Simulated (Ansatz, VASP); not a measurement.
One calculation of Ge, two programs

```
Ge
1.0
     4.74055    0.00000    0.00000
    -2.37028    4.10544    0.00000
     0.00000    0.00000    2.69485
Ge
3
Direct
  0.00000 0.00000 0.00000
  0.33333 0.66667 0.50000
  0.66667 0.33333 0.50000
```

Alike in both runs: task single point; functional RPBE; k mesh 8 × 8 × 13; occupations fermi-dirac, width 0.1 eV; no spin polarisation.

|  | VASP | Ansatz |
| --- | --- | --- |
| version | VASP 6.6.1 | Ansatz 0.2.0 |
| potentials or method | VASP PAW PBE potentials, release 64 (Ge_d), cutoff 520 eV | plane waves (420 eV) with PAW, scalar-relativistic |
| valence electrons in the cell | 42 | 42 |

```csv
,VASP,Ansatz,Ansatz less VASP
pressure (GPa),10.2,10.2,0.00
"traceless stress, the component that is largest in VASP (GPa)",1.21,1.21,+0.004
```

VASP's potentials were made for PBE, not for RPBE.
